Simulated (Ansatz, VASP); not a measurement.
# Sn in VASP and in Ansatz

```xyz
2
Lattice="0.0000 3.2841 3.2841 3.2841 0.0000 3.2841 3.2841 3.2841 0.0000" Properties=species:S:1:pos:R:3 pbc="T T T"
Sn    3.2841    3.2841    3.2841
Sn    4.9261    4.9261    4.9261
```

Alike in both runs: task single point; functional r2SCAN; k mesh 8 × 8 × 8; occupations fermi-dirac, width 0.01 eV; no spin polarisation.

|  | VASP | Ansatz |
| --- | --- | --- |
| version | VASP 6.6.1 | Ansatz 0.2.0 |
| potentials or method | VASP PAW PBE potentials, release 64 (Sn_d), cutoff 520 eV | plane waves (500 eV) with PAW, scalar-relativistic |
| valence electrons in the cell | 28 | 28 |

|  | VASP | Ansatz | Ansatz less VASP |
| --- | --- | --- | --- |
| pressure (GPa) | -0.1 | 0.0 | +0.03 |

VASP's potentials were made for PBE, not for r2SCAN.
